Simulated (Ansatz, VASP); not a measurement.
K2S: VASP beside Ansatz

INCAR

```
  PREC = Accurate
  ENCUT = 500
  EDIFF = 1E-6
  ISMEAR = 0
  SIGMA = 0.05
  LREAL = F
  LASPH = T
  NELM = 120
  ALGO = Normal
  ISIF = 2
  LWAVE = F
  LCHARG = F
  GGA = PE
  NBANDS = 19
  GGA_COMPAT = F
```

KPOINTS

```
Automatic mesh
0
Gamma
  8 8 8
```

The input POSCAR:

```
K2S
1.0
    0.0000000000      3.7127146251      3.7127146251
    3.7127146251      0.0000000000      3.7127146251
    3.7127146251      3.7127146251      0.0000000000
K S
2 1
Direct
    0.2500000000      0.2500000000      0.2500000000
    0.7500000000      0.7500000000      0.7500000000
    0.0000000000      0.0000000000      0.0000000000
```

Input for Ansatz:

```yaml
crystal:
  lattice:
    - [0.0, 3.7127146251, 3.7127146251]
    - [3.7127146251, 0.0, 3.7127146251]
    - [3.7127146251, 3.7127146251, 0.0]
  atoms:
    - { symbol: K, position: [0.25, 0.25, 0.25] }
    - { symbol: K, position: [0.75, 0.75, 0.75] }
    - { symbol: S, position: [0.0, 0.0, 0.0] }
basis:
  ecutwfc: 420
  ecutrho_ratio: 4
kpoints:
  mp_grid: { grid: [8, 8, 8] }
hamiltonian:
  xc: pbe
scf:
  occupations: { method: gaussian, width: 0.05 }
output:
  forces: true
  stress: true
  eigenvalues: true
```

Alike in both runs: task single point; functional PBE; k mesh 8 × 8 × 8; occupations gaussian, width 0.05 eV; no spin polarisation.

|  | VASP | Ansatz |
| --- | --- | --- |
| version | VASP 6.6.1 | Ansatz 0.2.0 |
| potentials or method | VASP PAW PBE potentials, release 64 (K_sv, S), cutoff 500 eV | scalar-relativistic, plane waves, PAW |
| valence electrons in the cell | 24 | 24 |

|  | VASP | Ansatz | Ansatz less VASP |
| --- | --- | --- | --- |
| gap on the k mesh at the Fermi level (eV) | 2.36 | 2.36 | +0.002 |
| least direct gap on the mesh (eV) | 2.55 | 2.55 | +0.004 |
| pressure (GPa) | 0.3 | 0.3 | -0.03 |

With one functional, cell and mesh, what is left measures potentials, basis and numerics.
